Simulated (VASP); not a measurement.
# V (Pm-3m) in VASP: a series of runs, part 2 of 2

VASP 6.6.1.

## Step 3: Single point, r2SCAN, collinear spin, ferromagnetic start (12.55 Å³/atom)

This run uses another cell than the first one, of 12.55 Å³/atom.

POSCAR reads:

```
V
1.0
    2.3237246275      0.0000000000      0.0000000000
    0.0000000000      2.3237246275      0.0000000000
    0.0000000000      0.0000000000      2.3237246275
V
1
Direct
    0.0000000000      0.0000000000      0.0000000000
```

INCAR.step1 reads:

```
SYSTEM = V
ALGO = Normal ; EDIFF = 1E-4
ENCUT = 520 ; GGA = PE
ISMEAR = -1 ; ISPIN = 2
LASPH = .TRUE. ; LCHARG = .FALSE.
LMAXMIX = 4 ; LREAL = .FALSE.
LWAVE = .TRUE. ; MAGMOM = 1
NBANDS = 16 ; NELM = 150
PREC = Accurate ; SIGMA = 0.05
```

INCAR.step2 reads:

```
SYSTEM = V
ALGO = Normal ; EDIFF = 1E-7
ENCUT = 520 ; ISIF = 2
ISMEAR = -1 ; ISPIN = 2
ISTART = 1 ; LASPH = .TRUE.
LCHARG = .FALSE. ; LMAXMIX = 4
LMIXTAU = .TRUE. ; LORBIT = 11
LREAL = .FALSE. ; LWAVE = .FALSE.
MAGMOM = 1 ; METAGGA = R2SCAN
NBANDS = 16 ; NELM = 150
PREC = Accurate ; SIGMA = 0.05
```

KPOINTS reads:

```
k-points
0
G
  15 15 15
  0 0 0
```

Potentials or basis: VASP PAW PBE potentials, release 64 (V_sv).

Command:

```
> cat potpaw_PBE.64/V_sv/POTCAR > POTCAR
> cp INCAR.step1 INCAR
> mpirun -np 1 vasp_std > vasp.out
> cp INCAR.step2 INCAR
> mpirun -np 1 vasp_std > vasp.out
```

OUTCAR:

```text
SYSTEM = V
   EDIFF = 1E-7
   ENCUT = 520
   ISIF = 2
   ISMEAR = -1
   ISPIN = 2
   ISTART = 1
   LASPH = .TRUE.
   LORBIT = 11
   LREAL = .FALSE.
   METAGGA = R2SCAN
   NELM = 150
   PREC = Accurate

 ion  position               nearest neighbor table
   1  0.000  0.000  0.000-

  LATTYP: Found a simple cubic cell.
 ALAT       =     2.3237246275

  Lattice vectors:

 A1 = (   2.3237246275,   0.0000000000,   0.0000000000)
 A2 = (   0.0000000000,   2.3237246275,   0.0000000000)
 A3 = (   0.0000000000,   0.0000000000,   2.3237246275)

Analysis of symmetry for initial positions (statically):
=====================================================================
 Subroutine PRICEL returns:
 Original cell was already a primitive cell.

 Routine SETGRP: Setting up the symmetry group for a
 simple cubic supercell.

 Subroutine GETGRP returns: Found 48 space group operations
 (whereof 48 operations were pure point group operations)
 out of a pool of 48 trial point group operations.

The static configuration has the point symmetry O_h .

Analysis of symmetry for dynamics (positions and initial velocities):
=====================================================================
 Subroutine PRICEL returns:
 Original cell was already a primitive cell.

 Routine SETGRP: Setting up the symmetry group for a
 simple cubic supercell.

 Subroutine GETGRP returns: Found 48 space group operations
 (whereof 48 operations were pure point group operations)
 out of a pool of 48 trial point group operations.

The dynamic configuration has the point symmetry O_h .

Analysis of structural, dynamic, and magnetic symmetry:
=====================================================================
 Subroutine PRICEL returns:
 Original cell was already a primitive cell.

 Routine SETGRP: Setting up the symmetry group for a
 simple cubic supercell.

 Subroutine GETGRP returns: Found 48 space group operations
 (whereof 48 operations were pure point group operations)
[... 133 lines left out ...]
  volume of cell :       12.55
 maximum number of plane-waves:       350
 NGX is ok and might be reduce to    18
   NGX =  9   NGY =  9   NGZ =  9

 number of electron      13.0000002 magnetization       0.0065556

 Free energy of the ion-electron system (eV)
  ---------------------------------------------------
  ext. energy  EPLUGINS =         0.00000000
  ---------------------------------------------------
  free energy    TOTEN  =       -13.11521245 eV

  energy without entropy =      -13.10227545  energy(sigma->0) =      -13.10874395

 E-fermi :  10.8203     XC(G=0): -14.3267

 val. band max:       10.8187251924   @ k =   0.3333   0.2000   0.1333
 cond. band min:      10.8220166498   @ k =   0.4667   0.4000   0.2000
 fundamental gap:      0.0032914573
 Fermi energy:        10.8202556751

 spin component 1

 k-point     1 :       0.0000    0.0000    0.0000
  band No.  band energies     occupation
      1     -55.5866      1.00000
      2     -27.3377      1.00000
      3     -27.3377      1.00000
      4     -27.3377      1.00000
      5       3.6721      1.00000
      6       7.9392      1.00000
[... 435 lines left out ...]
      5       7.3970      1.00000
      6       9.1925      1.00000
[... 8 lines left out ...]
     15      39.9883      0.00000
     16      45.8679      0.00000

 [... further k-points ...]

 spin component 2

 k-point     1 :       0.0000    0.0000    0.0000
  band No.  band energies     occupation
      1     -55.5803      1.00000
      2     -27.3316      1.00000
      3     -27.3316      1.00000
      4     -27.3316      1.00000
      5       3.6761      1.00000
      6       7.9498      1.00000
[... 435 lines left out ...]
      5       7.4012      1.00000
      6       9.2018      1.00000
[... 8 lines left out ...]
     15      39.9950      0.00000
     16      45.8764      0.00000

 [... further k-points ...]

------------------------ aborting loop because EDIFF is reached ----------------------------------------

  FORCE on cell =-STRESS in cart. coord.  units (eV):
  Direction    XX          YY          ZZ          XY          YZ          ZX
  --------------------------------------------------------------------------------------
  -------------------------------------------------------------------------------------
  Total        2.1570221      2.1570221      2.1570221     -0.0000000     -0.0000000      0.0000000
  in kB      275.4299721    275.4299721    275.4299721     -0.0000000     -0.0000000      0.0000000
  external PRESSURE =     275.4299721 kB  Pullay stress =       0.0000000 kB

 VOLUME and BASIS-vectors are now :
 -----------------------------------------------------------------------------
  energy-cutoff  :      520.00
  volume of cell :       12.55
      direct lattice vectors                 reciprocal lattice vectors
     2.323724627  0.000000000  0.000000000     0.430343591  0.000000000  0.000000000
     0.000000000  2.323724627  0.000000000     0.000000000  0.430343591  0.000000000
     0.000000000  0.000000000  2.323724627     0.000000000  0.000000000  0.430343591

 POSITION                                       TOTAL-FORCE (eV/Angst)
 -----------------------------------------------------------------------------------
      0.00000      0.00000      0.00000         0.000000      0.000000      0.000000
 -----------------------------------------------------------------------------------
    total drift:                                0.000000      0.000000      0.000000

  FREE ENERGIE OF THE ION-ELECTRON SYSTEM (eV)
  ---------------------------------------------------
  free  energy   TOTEN  =       -13.1152124517 eV

  energy  without entropy=      -13.1022754487  energy(sigma->0) =      -13.10874395

 total charge

# of ion       s       p       d       tot
------------------------------------------
    1        2.381   6.215   3.398  11.994

 magnetization (x)

# of ion       s       p       d       tot
------------------------------------------
    1        0.000   0.000   0.005   0.006
```

OUTCAR.step1:

```text
SYSTEM = V
   EDIFF = 1E-4
   ENCUT = 520
   GGA = PE
   ISMEAR = -1
[... 1149 lines left out ...]

 POSITION                                       TOTAL-FORCE (eV/Angst)
 -----------------------------------------------------------------------------------
      0.00000      0.00000      0.00000         0.000000      0.000000      0.000000
 -----------------------------------------------------------------------------------
    total drift:                                0.000000      0.000000      0.000000

  FREE ENERGIE OF THE ION-ELECTRON SYSTEM (eV)
  ---------------------------------------------------
  free  energy   TOTEN  =        -7.9612608099 eV

  energy  without entropy=       -7.9464280292  energy(sigma->0) =       -7.95384442
```

OSZICAR.step1:

```text
N       E                     dE             d eps       ncg     rms          rms(c)
DAV:   1     0.940643793312E+02    0.94064E+02   -0.67420E+03  7808   0.943E+02
DAV:   2    -0.702098731489E+01   -0.10109E+03   -0.96535E+02  8248   0.272E+02
DAV:   3    -0.854935976420E+01   -0.15284E+01   -0.15269E+01  8824   0.367E+01
DAV:   4    -0.855489108297E+01   -0.55313E-02   -0.55312E-02  8664   0.230E+00
DAV:   5    -0.855493495679E+01   -0.43874E-04   -0.43873E-04  8808   0.192E-01    0.206E+01
DAV:   6    -0.796359957392E+01    0.59134E+00   -0.95600E-01  8464   0.151E+01    0.524E+00
DAV:   7    -0.795836451807E+01    0.52351E-02   -0.36757E-02  8320   0.208E+00    0.266E+00
DAV:   8    -0.796104225978E+01   -0.26777E-02   -0.39322E-03  8192   0.720E-01    0.149E+00
DAV:   9    -0.796085846476E+01    0.18380E-03   -0.14578E-03  8664   0.429E-01    0.238E-01
DAV:  10    -0.796126181759E+01   -0.40335E-03   -0.40910E-04  8288   0.214E-01    0.518E-02
DAV:  11    -0.796126080990E+01    0.10077E-05   -0.33323E-05  4296   0.567E-02
   1 F= -.79612608E+01 E0= -.79538444E+01  d E =-.148328E-01  mag=     0.0067
```

Wall time 1.9 min (1 thread of Intel Xeon Platinum 8259CL at 2.50GHz (Skylake/Cascade Lake), shared host); peak memory 0.15 GiB.

Results:

```yaml
Free_energy: -13.1152 eV
Pressure: 27.5 GPa
Net_moment: 0.01 μB per cell
Valence_electrons_inside_the_program's_atomic_spheres: V 11.99
```

Caveat: the cell stands under pressure; the PAW data sets were made with another functional, which shifts forces and pressure a little.

## Step 4: Single point, r2SCAN, collinear spin, ferromagnetic start (13.12 Å³/atom)

This run uses another cell than the first one, of 13.12 Å³/atom.

POSCAR reads:

```
V
1.0
    2.3584121986      0.0000000000      0.0000000000
    0.0000000000      2.3584121986      0.0000000000
    0.0000000000      0.0000000000      2.3584121986
V
1
Direct
    0.0000000000      0.0000000000      0.0000000000
```

INCAR.step1 reads:

```
PREC = Accurate
ENCUT = 520
ISMEAR = -1
SIGMA = 0.05
LREAL = False
LASPH = True
NELM = 150
ISPIN = 2
MAGMOM = 1
LMAXMIX = 4
NBANDS = 16
GGA = PE
ALGO = Normal
EDIFF = 1E-4
LWAVE = True
LCHARG = False
```

INCAR.step2 reads:

```
PREC = Accurate
ENCUT = 520
EDIFF = 1E-6
ISMEAR = -1
SIGMA = 0.05
LREAL = False
LASPH = True
NELM = 150
ALGO = Normal
ISIF = 2
LWAVE = False
LCHARG = False
ISPIN = 2
MAGMOM = 1
LORBIT = 11
LMAXMIX = 4
METAGGA = R2SCAN
LMIXTAU = True
NBANDS = 16
ISTART = 1
```

KPOINTS reads:

```
Automatic mesh
0
Gamma
  15 15 15
```

Command:

```
> cat potpaw_PBE.64/V_sv/POTCAR > POTCAR
> cp INCAR.step1 INCAR
> mpirun -np 1 vasp_std > vasp.out
> cp INCAR.step2 INCAR
> mpirun -np 1 vasp_std > vasp.out
```

Wall time 1.9 min (1 thread of Intel Xeon Platinum 8259CL at 2.50GHz (Skylake/Cascade Lake), shared host); peak memory 0.15 GiB.

It converged, with:

```yaml
Free_energy: -13.1955 eV
Pressure: 17.8 GPa
Net_moment: 0.00 μB per cell
Valence_electrons_inside_the_program's_atomic_spheres: V 11.91
```

Levels at points of the mesh, in eV from the Fermi level:
Spin up:
```
           k point  band 4  band 5  band 6  band 7  band 8  band 9  band 10  band 11
(0.00, 0.00, 0.00)  -38.25   -7.05   -2.71   -2.71    4.38    4.38     4.38    20.77
```
Spin down:
```tsv
k point	band 4	band 5	band 6	band 7	band 8	band 9	band 10	band 11
(0.00, 0.00, 0.00)	-38.25	-7.05	-2.70	-2.70	4.38	4.38	4.38	20.77
```

Caveat: the cell stands under pressure; the PAW data sets were made with another functional, which shifts forces and pressure a little.

## Step 5: Overview

| cell | k mesh | gap on the mesh (eV) | pressure (GPa) | moment (μB) |
| --- | --- | --- | --- | --- |
| a = 2.425 Å, 1 atom | 13 × 13 × 13 | none | 0.7 | 0.00 |
| a = 2.324 Å, 1 atom | 15 × 15 × 15 | none | 27.5 | 0.01 |
| a = 2.358 Å, 1 atom | 15 × 15 × 15 | none | 17.8 | 0.00 |

Alike in all rows: task single point; level r2SCAN; potentials or basis VASP PAW PBE potentials, release 64 (V_sv); spin collinear, ferromagnetic start; cutoff (eV) 520; smearing fermi-dirac 0.05 eV.

Caveats: the PAW data sets were made with another functional, which shifts forces and pressure a little; the cell stands under pressure (at least some runs).

Total energies depend on the potentials used, so only differences within one code and one set of settings carry meaning.
